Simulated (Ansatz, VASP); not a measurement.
One calculation of SnSe, two programs

File INCAR:

```
SYSTEM = SnSe
PREC = Accurate ; ENCUT = 520
EDIFF = 1E-7 ; ISMEAR = -1
SIGMA = 0.08 ; LREAL = .FALSE.
LASPH = .TRUE. ; NELM = 60
ALGO = Normal ; ISIF = 2
LWAVE = .FALSE. ; LCHARG = .FALSE.
GGA = PE ; NBANDS = 28
```

Contents of KPOINTS:

```
regular mesh
0
G
  9 9 5
  0 0 0
```

Contents of POSCAR:

```
SnSe
1.0
    5.1130640770      0.0000000000      0.0000000000
   -2.5565320385      4.4280433819      0.0000000000
    0.0000000000      0.0000000000      6.1457617248
Sn Se
2 2
Direct
    0.3333333333      0.6666666667     -0.0458466306
    0.6666666667      0.3333333333      0.4541533694
    0.3333333333      0.6666666667      0.4218466306
    0.6666666667      0.3333333333      0.9218466306
```

Input for Ansatz:

```yaml
crystal:
  lattice:
    - [5.113064077, 0.0, 0.0]
    - [-2.5565320385, 4.4280433819, 0.0]
    - [0.0, 0.0, 6.1457617248]
  atoms:
    - { symbol: Sn, position: [0.3333333333, 0.6666666667, -0.0458466306] }
    - { symbol: Sn, position: [0.6666666667, 0.3333333333, 0.4541533694] }
    - { symbol: Se, position: [0.3333333333, 0.6666666667, 0.4218466306] }
    - { symbol: Se, position: [0.6666666667, 0.3333333333, 0.9218466306] }
kpoints:
  mp_grid: { grid: [9, 9, 5] }
  band_path:
    path:
      - [0.0, 0.0, 0.0]
      - [0.5, 0.0, 0.0]
      - [0.3333333333, 0.3333333333, 0.0]
      - [0.0, 0.0, 0.0]
      - [0.0, 0.0, 0.5]
      - [0.5, 0.0, 0.5]
      - [0.3333333333, 0.3333333333, 0.5]
      - [0.0, 0.0, 0.5]
      - [0.5, 0.0, 0.5]
    npoints: 14
scf:
  occupations: { method: fermi_dirac, width: 0.08 }
hamiltonian:
  xc: pbe
  pseudopotentials: { kind: all_electron, lapw: { basis_error: 0.001 } }
output:
  forces: true
  stress: true
  eigenvalues: true
  populations: true
  dos: { projected: true, de: 0.2, e_range: [-14, 8] }
```

Alike in both runs: task single point; functional PBE; k mesh 9 × 9 × 5; occupations fermi-dirac, width 0.08 eV; no spin polarisation.

|  | VASP | Ansatz |
| --- | --- | --- |
| version | VASP 6.6.1 | Ansatz 0.2.0 |
| potentials or method | VASP PAW PBE potentials, release 64 (Sn_d, Se), cutoff 520 eV | all-electron LAPW, scalar-relativistic |

Ansatz gave:

- pressure (GPa): 0.0
- rms of the force components (eV/Å): 0.001

Q: Which values does VASP return?

A: Pressure (GPa): 0.0; rms of the force components (eV/Å): 0.003.

Atom by atom the forces differ by 0.004 eV/Å (rms over components). Ansatz ran all-electron here, and VASP with PAW potentials.
